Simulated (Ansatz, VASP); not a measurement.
# Pb in VASP and in Ansatz

Contents of INCAR:

```
PREC = Accurate ; ENCUT = 520
EDIFF = 1E-6 ; ISMEAR = 0
SIGMA = 0.05 ; LREAL = F
LASPH = T ; NELM = 80
ALGO = Normal ; ISIF = 2
LWAVE = F ; LCHARG = T
GGA = PS ; LELF = T
LVHAR = T ; NBANDS = 13
```

KPOINTS

```
Automatic mesh
0
Gamma
  16 16 16
```

POSCAR

```
Pb
1.0
    0.0000000000      2.3975152827      2.3975152827
    2.3975152827      0.0000000000      2.3975152827
    2.3975152827      2.3975152827      0.0000000000
Pb
1
Direct
    0.0000000000      0.0000000000      0.0000000000
```

Input for Ansatz:

```yaml
crystal:
  lattice:
    - [0.0, 2.3975152827, 2.3975152827]
    - [2.3975152827, 0.0, 2.3975152827]
    - [2.3975152827, 2.3975152827, 0.0]
  atoms:
    - { symbol: Pb, position: [0.0, 0.0, 0.0] }
basis:
  ecutwfc: 420
  ecutrho_ratio: 4
kpoints:
  mp_grid: { grid: [16, 16, 16] }
hamiltonian:
  xc: pbesol
scf:
  occupations: { method: gaussian, width: 0.05 }
output:
  forces: true
  stress: true
  eigenvalues: true
```

Alike in both runs: task single point; functional PBEsol; k mesh 16 × 16 × 16; occupations gaussian, width 0.05 eV; no spin polarisation.

```csv
,VASP,Ansatz
version,VASP 6.6.1,Ansatz 0.2.0
potentials or method,"VASP PAW PBE potentials, release 64 (Pb_d), cutoff 520 eV","scalar-relativistic, plane waves, PAW"
valence electrons in the cell,14,14
```

|  | VASP | Ansatz | Ansatz less VASP |
| --- | --- | --- | --- |
| gap on the k mesh at the Fermi level (eV) | none | none | - |
| pressure (GPa) | 5.0 | 5.1 | +0.09 |

VASP's potentials were made for PBE, not for PBEsol. A gap of «none» marks a metal or a gap that the smearing closes.

Spin-orbit coupling is off throughout.
